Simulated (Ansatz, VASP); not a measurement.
Two plane-wave programs on Al3GaN4

The input INCAR:

```
PREC = Accurate
ENCUT = 520
EDIFF = 1E-6
ISMEAR = 0
SIGMA = 0.02
LREAL = F
LASPH = T
NELM = 80
ALGO = Normal
ISIF = 2
LWAVE = F
LCHARG = F
GGA = PS
NBANDS = 31
```

KPOINTS

```
Automatic mesh
0
Gamma
  6 6 6
```

File POSCAR:

```
Al3GaN4
1.0
    4.3921786169      0.0000000000      0.0000000000
    0.0000000000      4.3921786169      0.0000000000
    0.0000000000      0.0000000000      4.3921786169
Al Ga N
3 1 4
Direct
    0.5000000000      0.5000000000      0.0000000000
    0.5000000000      0.0000000000      0.5000000000
    0.0000000000      0.5000000000      0.5000000000
    0.0000000000      0.0000000000      0.0000000000
    0.7446859999      0.7446859999      0.2553140001
    0.7446859999      0.2553140001      0.7446859999
    0.2553140001      0.7446859999      0.7446859999
    0.2553140001      0.2553140001      0.2553140001
```

Input for Ansatz:

```yaml
crystal:
  lattice:
    - [4.3921786169, 0.0, 0.0]
    - [0.0, 4.3921786169, 0.0]
    - [0.0, 0.0, 4.3921786169]
  atoms:
    - { symbol: Al, position: [0.5, 0.5, 0.0] }
    - { symbol: Al, position: [0.5, 0.0, 0.5] }
    - { symbol: Al, position: [0.0, 0.5, 0.5] }
    - { symbol: Ga, position: [0.0, 0.0, 0.0] }
    - { symbol: "N", position: [0.7446859999, 0.7446859999, 0.2553140001] }
    - { symbol: "N", position: [0.7446859999, 0.2553140001, 0.7446859999] }
    - { symbol: "N", position: [0.2553140001, 0.7446859999, 0.7446859999] }
    - { symbol: "N", position: [0.2553140001, 0.2553140001, 0.2553140001] }
basis:
  ecutwfc: 420
kpoints:
  mp_grid: { grid: [6, 6, 6] }
  band_path: { path: [VBM, CBM], npoints: 2 }
hamiltonian:
  xc: pbesol
scf:
  occupations: { method: gaussian, width: 0.02 }
output:
  forces: true
  stress: true
  eigenvalues: true
checkpoint:
  read: start.run
  write: ck
  compress: false
  write_wavefunctions: false
  write_every: 100000
```

Alike in both runs: task single point; functional PBEsol; k mesh 6 × 6 × 6; occupations gaussian, width 0.02 eV; no spin polarisation.

|  | VASP | Ansatz |
| --- | --- | --- |
| version | VASP 6.6.1 | Ansatz 0.2.0 |
| potentials or method | VASP PAW PBE potentials, release 64 (Al, Ga_d, N), cutoff 520 eV | scalar-relativistic, plane waves, PAW |
| valence electrons in the cell | 42 | 42 |

```csv
,VASP,Ansatz,Ansatz less VASP
gap on the k mesh at the Fermi level (eV),3.32,3.33,+0.005
least direct gap on the mesh (eV),3.32,3.33,+0.005
pressure (GPa),2.0,2.1,+0.08
rms of the force components (eV/Å),0.005,0.001,-0.0038
```

VASP's potentials were made for PBE, not for PBEsol. Atom by atom the forces differ by 0.004 eV/Å (rms over components).
